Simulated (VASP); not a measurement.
# Ga2Se (R-3m) in VASP: a series of runs

The runs below take Ga2Se through single point, relaxation of cell and atoms, with PBE.

Everything below comes from runs of VASP 6.6.1. Logs are shortened: lines on timing, memory, paths and dates and some standing lists are left out, and cuts for length are marked.

## (1) The cell of the first run

Symmetry: R-3m, No. 166, trigonal system. Conventional cell: a = 3.646 Å, b = 3.646 Å, c = 16.518 Å, α = 90.00°, β = 90.00°, γ = 120.00°. Within 3.3 Å of Ga (site symmetry 3m) lie 3 Se at 2.52 Å. Se (site symmetry -3m) has 6 Ga at 2.52 Å within 3.3 Å.

## (2) Single point, PBE

Contents of INCAR:

```
SYSTEM = Ga2Se
PREC = Accurate ; ENCUT = 520
EDIFF = 1E-6 ; ISMEAR = 0
SIGMA = 0.1 ; LREAL = .FALSE.
LASPH = .TRUE. ; NELM = 60
ALGO = Normal ; ISIF = 2
LWAVE = .FALSE. ; LCHARG = .FALSE.
GGA = PE ; NBANDS = 23
```

Contents of KPOINTS:

```
regular mesh
0
G
  6 6 6
  0 0 0
```

Contents of POSCAR:

```
Ga2Se
1.0
    1.8230153878      1.0525184249      5.5059728220
   -1.8230153878      1.0525184249      5.5059728220
    0.0000000000     -2.1050368498      5.5059728220
Ga Se
2 1
Direct
    0.7500000000      0.7500000000      0.7500000000
    0.2500000000      0.2500000000      0.2500000000
    0.0000000000      0.0000000000      0.0000000000
```

Potentials or basis: VASP PAW PBE potentials, release 64 (Ga_d, Se).

On the command line:

```sh
cat potpaw_PBE.64/Ga_d/POTCAR potpaw_PBE.64/Se/POTCAR > POTCAR
mpirun -np 1 vasp_std > vasp.out
```

OUTCAR:

```text
SYSTEM = Ga2Se
   PREC = Accurate
   ENCUT = 520
   EDIFF = 1E-6
   ISMEAR = 0
   LREAL = .FALSE.
   LASPH = .TRUE.
   NELM = 60
   ISIF = 2
   GGA = PE

 ion  position               nearest neighbor table
   1  0.750  0.750  0.750-   3 2.52   3 2.52   3 2.52
   2  0.250  0.250  0.250-   3 2.52   3 2.52   3 2.52
   3  0.000  0.000  0.000-   1 2.52   1 2.52   2 2.52   2 2.52   1 2.52   2 2.52

  LATTYP: Found a trigonal (rhomboedric) cell.
 ALAT       =     5.8946515466
 COS(alpha) =     0.8087090651

  Lattice vectors:

 A1 = (   1.8230153878,   1.0525184249,   5.5059728220)
 A2 = (  -1.8230153878,   1.0525184249,   5.5059728220)
 A3 = (   0.0000000000,  -2.1050368498,   5.5059728220)

Analysis of symmetry for initial positions (statically):
=====================================================================
 Subroutine PRICEL returns:
 Original cell was already a primitive cell.

 Routine SETGRP: Setting up the symmetry group for a
 trigonal (rhombohedral) supercell.

 Subroutine GETGRP returns: Found 12 space group operations
 (whereof 12 operations were pure point group operations)
 out of a pool of 12 trial point group operations.

The static configuration has the point symmetry D_3d.

Analysis of symmetry for dynamics (positions and initial velocities):
=====================================================================
 Subroutine PRICEL returns:
 Original cell was already a primitive cell.

 Routine SETGRP: Setting up the symmetry group for a
 trigonal (rhombohedral) supercell.

 Subroutine GETGRP returns: Found 12 space group operations
 (whereof 12 operations were pure point group operations)
 out of a pool of 12 trial point group operations.

The dynamic configuration has the point symmetry D_3d.

 Subroutine INISYM returns: Found 12 space group operations
 (whereof 12 operations are pure point group operations),
 and found     1 'primitive' translations

----------------------------------------------------------------------------------------

                                     Primitive cell

  volume of cell :      63.3878

  direct lattice vectors                    reciprocal lattice vectors
     1.823015388  1.052518425  5.505972822     0.274270861  0.158350355  0.060540316
    -1.823015388  1.052518425  5.505972822    -0.274270861  0.158350355  0.060540316
     0.000000000 -2.105036850  5.505972822     0.000000000 -0.316700711  0.060540316

  length of vectors
     5.894651547  5.894651547  5.894651547     0.322435218  0.322435218  0.322435218

  position of ions in fractional coordinates (direct lattice)
     0.750000000  0.750000000  0.750000000
     0.250000000  0.250000000  0.250000000
     0.000000000  0.000000000  0.000000000

  ion indices of the primitive-cell ions
   primitive index   ion index
                 1           1
                 2           2
                 3           3

----------------------------------------------------------------------------------------

 KPOINTS: regular mesh

Automatic generation of k-mesh.
 Grid dimensions read from file:
 generate k-points for:    6    6    6

 Generating k-lattice:

  Cartesian coordinates                     Fractional coordinates (reciprocal lattice)
     0.045711810  0.026391726  0.010090053     0.166666667 -0.000000000  0.000000000
    -0.045711810  0.026391726  0.010090053    -0.000000000  0.166666667  0.000000000
     0.000000000 -0.052783452  0.010090053     0.000000000  0.000000000  0.166666667

  Length of vectors
     0.053739203  0.053739203  0.053739203

  Shift w.r.t. Gamma in fractional coordinates (k-lattice)
     0.000000000  0.000000000  0.000000000

 Subroutine IBZKPT returns following result:
 ===========================================

 Found     32 irreducible k-points:

 Following reciprocal coordinates:
            Coordinates               Weight
  0.000000  0.000000  0.000000      1.000000
  0.166667  0.000000  0.000000      6.000000
  0.333333  0.000000  0.000000      6.000000
  0.500000  0.000000  0.000000      3.000000
  0.166667  0.166667  0.000000      6.000000
  0.333333  0.166667  0.000000     12.000000
[... 16 lines left out ...]
  0.500000  0.500000  0.166667      6.000000
 -0.333333  0.500000  0.166667     12.000000
 [... further k-points ...]
   k-points           NKPTS =     32   k-points in BZ     NKDIM =     32   number of bands    NBANDS=     23
   number of dos      NEDOS =    301   number of ions     NIONS =      3
   total plane-waves  NPLWV = 110592
   dimension x,y,z NGX =    48 NGY =   48 NGZ =   48
   dimension x,y,z NGXF=    96 NGYF=   96 NGZF=   96
   ions per type =               2   1
   NGX,Y,Z   is equivalent  to a cutoff of  13.54, 13.54, 13.54 a.u.
   NGXF,Y,Z  is equivalent  to a cutoff of  27.07, 27.07, 27.07 a.u.
 SYSTEM =  Ga2Se
   PREC   = accura    normal or accurate (medium, high low for compatibility)
   ISTART =      0    job   : 0-new  1-cont  2-samecut
   ICHARG =      2    charge: 1-file 2-atom 10-const
   ISPIN  =      1    spin polarized calculation?
   LNONCOLLINEAR =      F non collinear calculations
   LSORBIT =      F    spin-orbit coupling
   LASPH  =      T    aspherical Exc in radial PAW
   ENCUT  =  520.0 eV  38.22 Ry    6.18 a.u.  10.96 10.96 10.96*2*pi/ulx,y,z
   NELM   =     60;   NELMIN=  2; NELMDL= -5     # of ELM steps
   EDIFF  = 0.1E-05   stopping-criterion for ELM
   LREAL  =      F    real-space projection
   EDIFFG = 0.1E-04   stopping-criterion for IOM
   NSW    =      0    number of steps for IOM
   IBRION =     -1    ionic relax: 0-MD 1-quasi-New 2-CG
   NFREE  =      0    steps in history (QN), initial steepest desc. (CG)
   ISIF   =      2    stress and relaxation
   ISYM   =      2    0-nonsym 1-usesym 2-fastsym
   POTIM  = 0.5000    time-step for ionic-motion
   TEBEG  =    0.0;   TEEND  =   0.0 temperature during run
   PSTRESS=    0.0 pullay stress
   NELECT =      32.0000    total number of electrons
   NUPDOWN=      -1.0000    fix difference up-down
   EMIN   =  10.00;   EMAX   =-10.00  energy-range for DOS
   EFERMI =   0.00;   METHOD = LEGACY
   ISMEAR =     0;   SIGMA  =   0.10  broadening in eV -4-tet -1-fermi 0-gaus
   EFERMI_NEDOS =   21; number of points for ismear=-14 and -15
   IALGO  =     38    algorithm
   IMIX   =      4    mixing-type and parameters
     AMIX     =   0.40;   BMIX     =  1.00
     AMIX_MAG =   1.60;   BMIX_MAG =  1.00
  volume/ion in A,a.u.               =      21.13       142.59
  Fermi-wavevector in a.u.,A,eV,Ry     =   1.303536  2.463326 23.119104  1.699206
  Thomas-Fermi vector in A             =   2.434532
   LORBIT       =      0    0 simple, 1 ext, 2 COOP (PROOUT), +10 PAW based schemes
   GGA     = PE    functional components
   LHFCALC =     F    Hartree Fock is set to
   AEXX    =    0.0000 exact exchange contribution
   IVDW    =     0    specifies the selected vdW correction
   LEPSILON=     F    determine dielectric tensor
   LRPA    =     F    only Hartree local field effects (RPA)
 non-spin polarized calculation
 Gauss-broadening in eV      SIGMA  =   0.10
  energy-cutoff  :      520.00
  volume of cell :       63.39
 maximum number of plane-waves:      1724
 NGX is ok and might be reduce to    48
   NGX = 21   NGY = 21   NGZ = 21

 number of electron      32.0000000 magnetization

 Free energy of the ion-electron system (eV)
  ---------------------------------------------------
  ext. energy  EPLUGINS =         0.00000000
  ---------------------------------------------------
  free energy    TOTEN  =        -8.86601464 eV

  energy without entropy =       -8.86165825  energy(sigma->0) =       -8.86383645

 E-fermi :   5.4211     XC(G=0): -10.1373

 val. band max:        5.4177742809   @ k =   0.1667   0.0000   0.0000
 cond. band min:       5.4713024520   @ k =  -0.3333   0.1667  -0.0000
 fundamental gap:      0.0535281711
 Fermi energy:         5.4211161721

 k-point     1 :       0.0000    0.0000    0.0000
  band No.  band energies     occupation
      1     -10.9559      2.00000
      2      -9.9226      2.00000
      3      -9.9226      2.00000
      4      -9.8652      2.00000
      5      -9.8649      2.00000
      6      -9.8649      2.00000
[... 15 lines left out ...]
     22      12.0407      0.00000
     23      13.2343      0.00000

 k-point     2 :       0.1667    0.0000    0.0000
  band No.  band energies     occupation
      1     -10.8288      2.00000
      2      -9.9124      2.00000
      3      -9.8767      2.00000
      4      -9.8687      2.00000
      5      -9.8569      2.00000
      6      -9.8479      2.00000
[... 15 lines left out ...]
     22      12.0554      0.00000
     23      13.7222      0.00000

 k-point     3 :       0.3333    0.0000    0.0000
  band No.  band energies     occupation
      1     -10.6672      2.00000
      2      -9.9007      2.00000
      3      -9.8978      2.00000
      4      -9.8701      2.00000
      5      -9.8488      2.00000
      6      -9.8458      2.00000
[... 15 lines left out ...]
     22      12.5877      0.00000
     23      13.8264      0.00000

 k-point     4 :       0.5000    0.0000    0.0000
  band No.  band energies     occupation
      1     -10.6230      2.00000
      2      -9.9131      2.00000
      3      -9.8938      2.00000
      4      -9.8665      2.00000
      5      -9.8607      2.00000
      6      -9.8386      2.00000
[... 15 lines left out ...]
     22      14.0997      0.00000
     23      14.2234      0.00000

 k-point     5 :       0.1667    0.1667    0.0000
  band No.  band energies     occupation
      1     -10.8264      2.00000
      2      -9.9100      2.00000
      3      -9.8728      2.00000
      4      -9.8693      2.00000
      5      -9.8628      2.00000
      6      -9.8542      2.00000
[... 15 lines left out ...]
     22      12.7023      0.00000
     23      13.7622      0.00000

 k-point     6 :       0.3333    0.1667    0.0000
  band No.  band energies     occupation
      1     -10.6961      2.00000
      2      -9.9041      2.00000
      3      -9.8831      2.00000
      4      -9.8657      2.00000
      5      -9.8616      2.00000
      6      -9.8513      2.00000
[... 15 lines left out ...]
     22      12.2799      0.00000
     23      13.8561      0.00000

 k-point     7 :       0.5000    0.1667    0.0000
  band No.  band energies     occupation
      1     -10.6232      2.00000
      2      -9.9062      2.00000
      3      -9.8886      2.00000
      4      -9.8688      2.00000
      5      -9.8590      2.00000
      6      -9.8418      2.00000
[... 353 lines left out ...]
     22      12.5357      0.00000
     23      13.0631      0.00000

 k-point    21 :      -0.3333    0.3333    0.1667
  band No.  band energies     occupation
      1     -10.6241      2.00000
      2      -9.9152      2.00000
      3      -9.8904      2.00000
      4      -9.8708      2.00000
      5      -9.8628      2.00000
      6      -9.8418      2.00000
[... 15 lines left out ...]
     22      12.9500      0.00000
     23      13.3777      0.00000

 k-point    22 :      -0.1667    0.3333    0.1667
  band No.  band energies     occupation
      1     -10.6253      2.00000
      2      -9.9050      2.00000
      3      -9.8917      2.00000
      4      -9.8712      2.00000
      5      -9.8666      2.00000
      6      -9.8417      2.00000
[... 15 lines left out ...]
     22      11.9497      0.00000
     23      13.7412      0.00000

 k-point    23 :       0.5000    0.5000    0.1667
  band No.  band energies     occupation
      1     -10.6666      2.00000
      2      -9.9114      2.00000
      3      -9.8909      2.00000
      4      -9.8855      2.00000
      5      -9.8695      2.00000
      6      -9.8387      2.00000
[... 15 lines left out ...]
     22      11.6900      0.00000
     23      12.2956      0.00000

 k-point    24 :      -0.3333    0.5000    0.1667
  band No.  band energies     occupation
      1     -10.6257      2.00000
      2      -9.9196      2.00000
      3      -9.8878      2.00000
      4      -9.8781      2.00000
      5      -9.8674      2.00000
      6      -9.8394      2.00000
[... 15 lines left out ...]
     22      12.9302      0.00000
     23      13.2020      0.00000

 [... further k-points ...]
[... 5 lines left out ...]
  --------------------------------------------------------------------------------------
  -------------------------------------------------------------------------------------
  Total        6.1221376      6.1221376      5.9783111      0.0000000      0.0000000     -0.0000000
  in kB      154.7420391    154.7420391    151.1067056      0.0000000      0.0000000     -0.0000000
  external PRESSURE =     153.5302613 kB  Pullay stress =       0.0000000 kB

 VOLUME and BASIS-vectors are now :
 -----------------------------------------------------------------------------
  energy-cutoff  :      520.00
  volume of cell :       63.39
      direct lattice vectors                 reciprocal lattice vectors
     1.823015388  1.052518425  5.505972822     0.274270861  0.158350355  0.060540316
    -1.823015388  1.052518425  5.505972822    -0.274270861  0.158350355  0.060540316
     0.000000000 -2.105036850  5.505972822     0.000000000 -0.316700711  0.060540316

 POSITION                                       TOTAL-FORCE (eV/Angst)
 -----------------------------------------------------------------------------------
      0.00000      0.00000     12.38844         0.000000     -0.000000      2.653566
      0.00000      0.00000      4.12948         0.000000      0.000000     -2.653566
      0.00000      0.00000      0.00000         0.000000     -0.000000     -0.000000
 -----------------------------------------------------------------------------------
    total drift:                                0.000000      0.000000      0.000000

  FREE ENERGIE OF THE ION-ELECTRON SYSTEM (eV)
  ---------------------------------------------------
  free  energy   TOTEN  =        -8.8660146436 eV

  energy  without entropy=       -8.8616582483  energy(sigma->0) =       -8.86383645
```

It took 35 s on 1 thread of Intel Xeon 6975P-C (Granite Rapids), shared host; peak memory 0.33 GiB.

What came out:

```
Free energy            : -8.8660 eV
Pressure               : 15.4 GPa
Largest force          : 2.654 eV/Å
Band gap on the k mesh : zero (bands 16 and 17 overlap by 1.22 eV)
```

Forces in eV/Å, atoms in the order of the input:
```
Ga   0.000  0.000  2.654
Ga   0.000  0.000 -2.654
Se   0.000  0.000  0.000
```

Caveat: the cell stands under pressure; forces of over 1 eV/Å act on the atoms, so gaps and moduli don't describe the material at rest.

## (3) Single point, PBE

This run uses another cell than the first one, of 22.64 Å³/atom.

Contents of INCAR:

```
ALGO = Normal
EDIFF = 1E-7
ENCUT = 520
GGA = PE
ISIF = 2
ISMEAR = 0
LASPH = True
LCHARG = True
LELF = True
LREAL = False
LVHAR = True
LWAVE = False
NBANDS = 23
NELM = 80
PREC = Accurate
SIGMA = 0.1
```

Contents of KPOINTS:

```
k-points
0
Gamma
  6 6 6
```

Contents of POSCAR:

```
Ga2Se
1.0
    1.9129508426      1.1044426839      5.3582950483
   -1.9129508426      1.1044426839      5.3582950483
    0.0000000000     -2.2088853678      5.3582950483
Ga Se
2 1
Direct
    0.7714545355      0.7714545355      0.7714545355
    0.2285454645      0.2285454645      0.2285454645
    0.0000000000      0.0000000000      0.0000000000
```

Potentials or basis: VASP PAW PBE potentials, release 64 (Ga_d, Se).

On the command line:

```sh
cat potpaw_PBE.64/Ga_d/POTCAR potpaw_PBE.64/Se/POTCAR > POTCAR
mpirun -np 1 vasp_std > vasp.out
```

It took 45 s on 1 thread of Intel Xeon 6975P-C (Granite Rapids), shared host; peak memory 0.33 GiB.

Results (log left out):

```
Free energy            : -9.9060 eV
Pressure               : 0.2 GPa
Largest force          : 0.020 eV/Å
Band gap on the k mesh : zero (bands 16 and 17 overlap by 1.83 eV)
```

Forces in eV/Å, atoms in the order of the input:
```
Ga   0.000  0.000  0.020
Ga   0.000  0.000 -0.020
Se   0.000  0.000  0.000
```

Levels at points of the mesh, in eV from the Fermi level:
```tsv
k point	band 14	band 15	band 16	band 17	band 18	band 19
(0.00, 0.00, 0.00)	-1.41	-1.41	1.40	2.05	3.07	3.07
(0.50, 0.00, 0.00)	-4.24	-2.48	-0.95	0.35	1.58	2.45
(0.50, 0.50, 0.00)	-4.49	-2.76	-0.87	-0.43	3.67	4.24
(0.50, 0.50, 0.50)	-1.53	-1.53	-1.34	4.24	4.24	4.65
```

## (4) Relaxation of cell and atoms, PBE

Contents of INCAR:

```
  PREC = Accurate
  ENCUT = 600
  EDIFF = 1E-7
  ISMEAR = 0
  SIGMA = 0.1
  LREAL = F
  LASPH = T
  NELM = 60
  ALGO = Normal
  ISIF = 3
  LWAVE = F
  LCHARG = F
  GGA = PE
  IBRION = 2
  NSW = 90
  EDIFFG = -0.04
```

Contents of KPOINTS:

```
regular mesh
0
Gamma
  6 6 6
```

Contents of POSCAR:

```
Ga2Se
1.0
    1.8230153878      1.0525184249      5.5059728220
   -1.8230153878      1.0525184249      5.5059728220
    0.0000000000     -2.1050368498      5.5059728220
Ga Se
2 1
Direct
    0.7500000000      0.7500000000      0.7500000000
    0.2500000000      0.2500000000      0.2500000000
    0.0000000000      0.0000000000      0.0000000000
```

On the command line:

```sh
cat potpaw_PBE.64/Ga_d/POTCAR potpaw_PBE.64/Se/POTCAR > POTCAR
mpirun -np 1 vasp_std > vasp.out
```

Wall time 8.8 min (1 thread of Intel Xeon 6975P-C (Granite Rapids), shared host); peak memory 0.36 GiB.

The run converged. Its results:

```
Free energy                           : -9.9053 eV
Relaxed volume                        : 22.78 Å³/atom
Relaxed cell                          : a = 5.804 Å, b = 5.804 Å, c = 5.804 Å, α = 38.59°, β = 38.59°, γ = 38.59°
Space group after relaxing (to 0.1 Å) : R-3m (No. 166)
Energy gained by relaxing             : 346.5 meV/atom
Ionic steps                           : 20
Pressure after relaxing               : -0.1 GPa
Largest force after relaxing          : 0.005 eV/Å
Band gap on the k mesh                : zero (bands 16 and 17 overlap by 1.81 eV)
```

Forces in eV/Å, atoms in the order of the input:
```
Ga   0.000  0.000  0.005
Ga   0.000  0.000 -0.005
Se   0.000  0.000  0.000
```

The path:
| step | energy change (eV) | largest force (eV/Å) | pressure (GPa) | volume (Å³) |
| --- | --- | --- | --- | --- |
| 1 | 0.0000 | 2.6531 | 15.34 | 63.39 |
| 2 | -0.9198 | 0.0322 | -1.50 | 83.82 |
| 3 | -0.9337 | 0.2064 | -0.26 | 80.76 |
| 4 | -0.9338 | 0.1750 | -0.44 | 81.14 |
| 5 | -0.9402 | 0.1793 | -0.36 | 80.54 |
| 6 | -0.9580 | 0.1948 | -0.22 | 78.76 |
| 7 | -0.9867 | 0.2734 | -0.01 | 75.21 |
| 8 | -0.9689 | 0.3456 | 1.32 | 68.21 |
| 9 | -0.9908 | 0.3350 | 0.53 | 72.74 |
| 10 | -0.9969 | 0.3058 | 0.33 | 72.52 |
| 11 | -1.0127 | 0.2102 | -0.24 | 71.85 |
| 12 | -1.0233 | 0.0600 | -0.88 | 70.51 |
| 13 | -1.0239 | 0.0049 | -0.75 | 70.76 |
| 14 | -1.0304 | 0.0307 | -0.63 | 69.81 |
| 15 | -1.0355 | 0.1092 | -0.10 | 68.01 |
| 16 | -1.0356 | 0.0968 | -0.19 | 68.24 |
| 17 | -1.0373 | 0.0621 | -0.10 | 68.19 |
| 18 | -1.0390 | 0.0041 | 0.09 | 68.08 |
| 19 | -1.0391 | 0.0229 | 0.18 | 68.04 |
| 20 | -1.0394 | 0.0047 | -0.06 | 68.35 |

Final structure:
```
CELL_PARAMETERS angstrom
1.91782 1.10725 5.36442
-1.91782 1.10725 5.36442
0.00000 -2.21450 5.36442
ATOMIC_POSITIONS crystal
Ga 0.77145 0.77145 0.77145
Ga 0.22855 0.22855 0.22855
Se 0.00000 0.00000 0.00000
```

Levels at points of the mesh, in eV from the Fermi level:
| k point | band 12 | band 13 | band 14 | band 15 | band 16 | band 17 | band 18 | band 19 | band 20 |
| --- | --- | --- | --- | --- | --- | --- | --- | --- | --- |
| (0.00, 0.00, 0.00) | -6.80 | -6.14 | -1.39 | -1.39 | 1.40 | 2.02 | 3.07 | 3.07 | 6.04 |
| (0.50, 0.00, 0.00) | -6.89 | -5.25 | -4.20 | -2.46 | -0.93 | 0.38 | 1.59 | 2.47 | 2.67 |
| (0.50, 0.50, 0.00) | -7.18 | -4.87 | -4.46 | -2.73 | -0.85 | -0.42 | 3.66 | 4.26 | 4.67 |
| (0.50, 0.50, 0.50) | -8.73 | -2.12 | -1.51 | -1.51 | -1.31 | 4.24 | 4.24 | 4.63 | 4.88 |

(Part 1 of 2 ends here.)
